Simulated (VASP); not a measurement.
# Sr (I4_1/amd) in VASP: further runs, part 2 of 2

VASP 6.6.1. Earlier steps stand in the parts before.

## (4) Single point, LDA

INCAR

```
SYSTEM = Sr
ALGO     = Fast           ! electronic algorithm
EDIFF    = 1E-6           ! SCF threshold, eV
ENCUT    = 520            ! plane-wave cutoff, eV
GGA      = CA             ! functional
ISIF     = 2              ! what is computed and relaxed
ISMEAR   = 0              ! smearing method
LASPH    = .TRUE.         ! aspherical terms in the spheres
LCHARG   = .FALSE.        ! write CHGCAR
LREAL    = .FALSE.        ! projectors in reciprocal space
LWAVE    = .FALSE.        ! write WAVECAR
NBANDS   = 17             ! bands
NELM     = 80             ! most SCF steps
PREC     = Accurate       ! precision mode
SIGMA    = 0.1            ! smearing width, eV
```

KPOINTS

```
k-points
0
G
  4 4 4
  0 0 0
```

POSCAR

```
Sr
1.0
   -3.7063582770      3.7063582770      2.0208764669
    3.7063582770     -3.7063582770      2.0208764669
    3.7063582770      3.7063582770     -2.0208764669
Sr
2
Direct
    0.7500000000      0.2500000000      0.5000000000
    0.0000000000      0.0000000000      0.0000000000
```

Potentials or basis: VASP PAW LDA potentials, release 64 (Sr_sv).

Launch:

```bash
> cat potpaw_LDA.64/Sr_sv/POTCAR > POTCAR
> mpirun -np 1 vasp_std > vasp.out
```

OUTCAR:

```text
SYSTEM = Sr
   EDIFF = 1E-6
   ENCUT = 520
   GGA = CA
   ISIF = 2
   ISMEAR = 0
   LASPH = .TRUE.
   LREAL = .FALSE.
   NELM = 80
   PREC = Accurate

 ion  position               nearest neighbor table
   1  0.750  0.250  0.500-   2 3.84   2 3.84   2 3.84   2 3.84   2 4.79   2 4.79   2 4.79   2 4.79

   2  0.000  0.000  0.000-   1 3.84   1 3.84   1 3.84   1 3.84   1 4.79   1 4.79   1 4.79   1 4.79

  LATTYP: Found a body centered tetragonal cell.
 ALAT       =     7.4127165540
 C/A-ratio  =     0.5452458494

  Lattice vectors:

 A1 = (  -3.7063582770,   3.7063582770,   2.0208764669)
 A2 = (   3.7063582770,  -3.7063582770,   2.0208764669)
 A3 = (   3.7063582770,   3.7063582770,  -2.0208764669)

Analysis of symmetry for initial positions (statically):
=====================================================================
 Subroutine PRICEL returns:
 Original cell was already a primitive cell.

 Routine SETGRP: Setting up the symmetry group for a
 body centered tetragonal supercell.

 Subroutine GETGRP returns: Found 16 space group operations
 (whereof  8 operations were pure point group operations)
 out of a pool of 16 trial point group operations.

The static configuration has the point symmetry D_2d.
 The point group associated with its full space group is D_4h.

Analysis of symmetry for dynamics (positions and initial velocities):
=====================================================================
 Subroutine PRICEL returns:
 Original cell was already a primitive cell.

 Routine SETGRP: Setting up the symmetry group for a
 body centered tetragonal supercell.

 Subroutine GETGRP returns: Found 16 space group operations
 (whereof  8 operations were pure point group operations)
 out of a pool of 16 trial point group operations.

The dynamic configuration has the point symmetry D_2d.
 The point group associated with its full space group is D_4h.

[... 103 lines left out ...]
   IALGO  =     68    algorithm
   IMIX   =      4    mixing-type and parameters
     AMIX     =   0.40;   BMIX     =  1.00
     AMIX_MAG =   1.60;   BMIX_MAG =  1.00
  volume/ion in A,a.u.               =      55.52       374.68
  Fermi-wavevector in a.u.,A,eV,Ry     =   0.924528  1.747104 11.629602  0.854752
  Thomas-Fermi vector in A             =   2.050283
   LORBIT       =      0    0 simple, 1 ext, 2 COOP (PROOUT), +10 PAW based schemes
   GGA     = CA    functional components
   LHFCALC =     F    Hartree Fock is set to
   AEXX    =    0.0000 exact exchange contribution
   IVDW    =     0    specifies the selected vdW correction
   LEPSILON=     F    determine dielectric tensor
   LRPA    =     F    only Hartree local field effects (RPA)
 non-spin polarized calculation
 RMM-DIIS sequential band-by-band and
 Gauss-broadening in eV      SIGMA  =   0.10
  energy-cutoff  :      520.00
  volume of cell :      111.04
 maximum number of plane-waves:      3035
 NGX is ok and might be reduce to    42
   NGX = 21   NGY = 21   NGZ = 21

 number of electron      20.0000001 magnetization

 Free energy of the ion-electron system (eV)
  ---------------------------------------------------
  ext. energy  EPLUGINS =         0.00000000
  ---------------------------------------------------
  free energy    TOTEN  =        -3.20006563 eV

  energy without entropy =       -3.16904507  energy(sigma->0) =       -3.18455535

 E-fermi :   1.2008     XC(G=0):  -7.5144

 val. band max:        1.1789014948   @ k =  -0.2500   0.5000   0.2500
 cond. band min:       1.2244972446   @ k =   0.5000   0.0000   0.0000
 fundamental gap:      0.0455957497
 Fermi energy:         1.2008364737

 k-point     1 :       0.0000    0.0000    0.0000
  band No.  band energies     occupation
      1     -35.2439      2.00000
      2     -35.2043      2.00000
      3     -17.4422      2.00000
      4     -17.4422      2.00000
      5     -17.2088      2.00000
      6     -17.2049      2.00000
[... 237 lines left out ...]
      4     -17.4825      2.00000
      5     -17.2080      2.00000
      6     -17.2080      2.00000
[... 9 lines left out ...]
     16       4.4722      0.00000
     17       5.0957      0.00000

------------------------ aborting loop because EDIFF is reached ----------------------------------------

  FORCE on cell =-STRESS in cart. coord.  units (eV):
  Direction    XX          YY          ZZ          XY          YZ          ZX
  --------------------------------------------------------------------------------------
  -------------------------------------------------------------------------------------
  Total       -0.3844326     -0.3844326     -0.8395207      0.0000000      0.0000000      0.0000000
  in kB       -5.5467199     -5.5467199    -12.1128799      0.0000000      0.0000000      0.0000000
  external PRESSURE =      -7.7354399 kB  Pullay stress =       0.0000000 kB

 VOLUME and BASIS-vectors are now :
 -----------------------------------------------------------------------------
  energy-cutoff  :      520.00
  volume of cell :      111.04
      direct lattice vectors                 reciprocal lattice vectors
    -3.706358277  3.706358277  2.020876467     0.000000000  0.134903310  0.247417399
     3.706358277 -3.706358277  2.020876467     0.134903310  0.000000000  0.247417399
     3.706358277  3.706358277 -2.020876467     0.134903310  0.134903310  0.000000000

 POSITION                                       TOTAL-FORCE (eV/Angst)
 -----------------------------------------------------------------------------------
     -0.00000      3.70636      1.01044         0.000000     -0.000000      0.000000
      0.00000      0.00000      0.00000        -0.000000      0.000000     -0.000000
 -----------------------------------------------------------------------------------
    total drift:                               -0.000000     -0.000000      0.000000

  FREE ENERGIE OF THE ION-ELECTRON SYSTEM (eV)
  ---------------------------------------------------
  free  energy   TOTEN  =        -3.2000656272 eV

  energy  without entropy=       -3.1690450703  energy(sigma->0) =       -3.18455535
```

OSZICAR:

```text
N       E                     dE             d eps       ncg     rms          rms(c)
DAV:   1     0.107308281050E+03    0.10731E+03   -0.92324E+03   442   0.101E+03
DAV:   2     0.370150307939E+01   -0.10361E+03   -0.10199E+03   552   0.228E+02
DAV:   3    -0.305910472308E+01   -0.67606E+01   -0.67151E+01   823   0.424E+01
DAV:   4    -0.320531064845E+01   -0.14621E+00   -0.14561E+00   554   0.556E+00
DAV:   5    -0.321038981066E+01   -0.50792E-02   -0.50784E-02   744   0.761E-01    0.161E+01
RMM:   6    -0.320445016601E+01    0.59396E-02   -0.10469E-02   466   0.117E+00    0.909E+00
RMM:   7    -0.319941525144E+01    0.50349E-02   -0.23705E-02   547   0.168E+00    0.366E-01
RMM:   8    -0.319987794530E+01   -0.46269E-03   -0.97033E-03   618   0.443E-01    0.163E-01
RMM:   9    -0.320000726360E+01   -0.12932E-03   -0.11030E-03   692   0.138E-01    0.120E-01
RMM:  10    -0.320004727825E+01   -0.40015E-04   -0.34875E-04   658   0.101E-01    0.243E-01
RMM:  11    -0.320005993581E+01   -0.12658E-04   -0.10989E-04   712   0.438E-02    0.554E-03
RMM:  12    -0.320006421276E+01   -0.42769E-05   -0.41293E-05   639   0.177E-02    0.101E-02
RMM:  13    -0.320006518152E+01   -0.96876E-06   -0.12582E-05   530   0.105E-02    0.635E-03
RMM:  14    -0.320006562718E+01   -0.44566E-06   -0.51998E-06   478   0.665E-03
   1 F= -.32000656E+01 E0= -.31845553E+01  d E =-.310206E-01
```

It took 18 s on 1 thread of Intel Xeon Platinum 8559C (Emerald Rapids), shared host; peak memory 0.2 GiB.

Results:

```
Free energy            : -3.2001 eV
Pressure               : -0.8 GPa
Band gap on the k mesh : zero (band 10 reaches 1.36 eV, above the bottom of band 11 at 1.09 eV)
```

Stress tensor (GPa, compression positive):
```
-0.55  0.00  0.00
 0.00 -0.55  0.00
 0.00  0.00 -1.21
```

Caveat: the k points lie up to 0.44 Å⁻¹ apart.

## (5) Single point, PBEsol+D4

INCAR

```
PREC = Accurate
ENCUT = 520
EDIFF = 1E-6
ISMEAR = 0
SIGMA = 0.1
LREAL = False
LASPH = True
NELM = 60
ALGO = Normal
ISIF = 2
LWAVE = False
LCHARG = False
GGA = PS
IVDW = 13
NBANDS = 17
```

KPOINTS

```
Automatic mesh
0
Gamma
  4 4 4
```

POSCAR is that of step 4.

Potentials or basis: VASP PAW PBE potentials, release 64 (Sr_sv).

Launch:

```bash
> cat potpaw_PBE.64/Sr_sv/POTCAR > POTCAR
> mpirun -np 1 vasp_std > vasp.out
```

It took 15 s on 1 thread of Intel Xeon Platinum 8559C (Emerald Rapids), shared host; peak memory 0.24 GiB.

It converged, with:

| Property | Result |
| --- | --- |
| Free energy | -3.2805 eV |
| Pressure | -0.3 GPa |
| Band gap on the k mesh | zero (band 10 reaches 1.44 eV, above the bottom of band 11 at 1.14 eV) |
| Dispersion energy per atom | -0.081 eV |

Stress tensor (GPa, compression positive):
```
-0.08  0.00  0.00
 0.00 -0.08  0.00
 0.00  0.00 -0.66
```

Levels at points of the mesh, in eV from the Fermi level:
```tsv
k point	band 6	band 7	band 8	band 9	band 10	band 11	band 12	band 13	band 14	band 15
(0.00, 0.00, 0.00)	-18.41	-18.40	-18.40	-3.42	-0.27	0.73	1.13	1.78	2.71	2.71
(0.50, 0.00, 0.00)	-18.50	-18.47	-18.39	-0.79	0.00	0.05	1.09	1.33	1.86	2.54
(0.50, 0.50, 0.00)	-18.53	-18.39	-18.39	-1.81	-1.81	1.15	1.15	1.64	1.64	2.58
(0.50, 0.50, 0.50)	-18.41	-18.37	-18.37	-1.10	-1.10	0.01	0.01	1.72	1.72	3.38
```

Caveat: the k points lie up to 0.44 Å⁻¹ apart; the PAW data sets were made with another functional, which shifts forces and pressure a little; pairwise dispersion overbinds metals, which lowers pressure and volume.

## (6) Summary

```tsv
level	potentials or basis	gap on the mesh (eV)	pressure (GPa)
PBE	VASP PAW PBE potentials, release 64 (Sr_sv)	none	0.5
LDA	VASP PAW LDA potentials, release 64 (Sr_sv)	none	-0.8
PBEsol+D4	VASP PAW PBE potentials, release 64 (Sr_sv)	none	-0.3
```

Alike in all rows: task single point; no spin polarisation; cell as given; k mesh 4 × 4 × 4; cutoff (eV) 520; smearing gaussian 0.1 eV.

Caveats: all runs use coarse meshes; the PAW data sets were made with another functional, which shifts forces and pressure a little (some runs); pairwise dispersion overbinds metals, which lowers pressure and volume (some runs).

Total energies depend on the potentials used, so only differences within one code and one set of settings carry meaning.
